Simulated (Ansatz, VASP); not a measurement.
## FeO: VASP beside Ansatz

Contents of INCAR:

```
PREC = Accurate
ENCUT = 520
EDIFF = 1E-6
ISMEAR = 0
SIGMA = 0.017
LREAL = F
LASPH = T
NELM = 150
ALGO = Normal
ISIF = 2
LWAVE = F
LCHARG = T
ISPIN = 2
MAGMOM = 3 0
LORBIT = 11
LMAXMIX = 4
GGA = PE
LELF = T
LVHAR = T
NBANDS = 18
```

KPOINTS

```
regular mesh
0
Gamma
  11 11 11
```

File POSCAR:

```
FeO
1.0
    0.0000000000      2.1554000000      2.1554000000
    2.1554000000      0.0000000000      2.1554000000
    2.1554000000      2.1554000000      0.0000000000
Fe O
1 1
Direct
    0.0000000000      0.0000000000      0.0000000000
    0.5000000000      0.5000000000      0.5000000000
```

Contents of input.yaml:

```yaml
crystal:
  lattice:
    - [0.0, 2.1554, 2.1554]
    - [2.1554, 0.0, 2.1554]
    - [2.1554, 2.1554, 0.0]
  atoms:
    - { symbol: Fe, position: [0.0, 0.0, 0.0], spin: 3.0 }
    - { symbol: O, position: [0.5, 0.5, 0.5] }
hamiltonian:
  xc: pbe
  pseudopotentials: { kind: paw }
magnetization:
  spin_polarized: true
kpoints:
  mp_grid: { grid: [11, 11, 11] }
scf:
  occupations: { method: gaussian, width: 0.017 }
output:
  forces: true
  stress: true
  eigenvalues: true
```

Alike in both runs: task single point; functional PBE; k mesh 11 × 11 × 11; occupations gaussian, width 0.017 eV; collinear spin.

|  | VASP | Ansatz |
| --- | --- | --- |
| version | VASP 6.6.1 | Ansatz 0.2.0 |
| potentials or method | VASP PAW PBE potentials, release 64 (Fe, O) | Ansatz PAW |
| plane-wave cutoff (eV) | 520 | 420 |
| valence electrons in the cell | 14 | 22 |

Ansatz gave:

| Quantity | Value |
| --- | --- |
| gap on the k mesh at the Fermi level (eV) | none |
| pressure (GPa) | -0.3 |
| net moment per atom (μB) | 2.00 |
| size of the moment on the site where the two differ most (μB) | 3.45 |

What did VASP give for the same quantities?

gap on the k mesh at the Fermi level (eV): none; pressure (GPa): -0.2; net moment per atom (μB): 2.00; size of the moment on the site where the two differ most (μB): 3.62.

Site moments also hang on the region over which each program counts them. A gap of «none» marks a metal or a gap that the smearing closes. VASP's potentials hold 14 valence electrons a cell and Ansatz's 22, so a difference there can come from the potentials and not from the codes.
